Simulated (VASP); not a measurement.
Runs of VASP 6.6.1 on SnTe. The structure is that of space group Fm-3m (No. 225), or close to it. The cells are those of the table. 

```tsv
task	level	cell	cutoff (eV)	pressure (GPa)
single point	PBEsol+D4	a = 4.406 Å, angles 60.0°, 2 atoms	520	0.0
single point	PBEsol	a = 4.226 Å, angles 60.0°, 2 atoms	520	10.0
single point	PBEsol+D4	a = 4.365 Å, angles 60.0°, 2 atoms	520	(a)
single point	BLYP+D4	a = 4.543 Å, angles 60.0°, 2 atoms	520	-0.4
relaxation of cell and atoms	PBE+D3(BJ)	relaxed from a = 4.456 Å, angles 60.0°, 2 atoms	600	0.0
```

Alike in all rows: potentials or basis VASP PAW PBE potentials, release 64 (Te, Sn_d); no spin polarisation; k mesh 7 × 7 × 7; smearing fermi-dirac 0.05 eV.

Q: Fill in the values left out.

A: (a) 1.5.

Caveats: the PAW data sets were made with another functional, which shifts forces and pressure a little (some runs); the relaxation stopped at its first step, so nothing moved (some runs).
